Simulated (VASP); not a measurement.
Here is a VASP 6.6.1 calculation.

File INCAR:

```
SYSTEM = SiO2
PREC = Accurate
ENCUT = 520
EDIFF = 1E-6
ISMEAR = 0
SIGMA = 0.01
LREAL = .FALSE.
LASPH = .TRUE.
NELM = 80
ALGO = Normal
ISIF = 2
LWAVE = .FALSE.
LCHARG = .FALSE.
GGA = PE
NBANDS = 15
```

File KPOINTS:

```
Automatic mesh
0
G
  6 6 6
  0 0 0
```

Contents of POSCAR:

```
SiO2
1.0
    0.0000000000      2.2641691173      2.2641691173
    2.2641691173      0.0000000000      2.2641691173
    2.2641691173      2.2641691173      0.0000000000
Si O
1 2
Direct
    0.0000000000      0.0000000000      0.0000000000
    0.2500000000      0.2500000000      0.2500000000
    0.7500000000      0.7500000000      0.7500000000
```

Potentials or basis: VASP PAW PBE potentials, release 64 (Si, O).

Launch:

```sh
$ cat potpaw_PBE.64/Si/POTCAR potpaw_PBE.64/O/POTCAR > POTCAR
$ mpirun -np 1 vasp_std > vasp.out
```

**Question.** What does it give for the band gap on the k mesh?

**Answer.** 2.06 eV, direct.

**Question.** Predict the pressure.

**Answer.** 10.3 GPa.

A k mesh can miss the band edges. A hybrid or GW would open this gap; PBE tends to underestimate it.
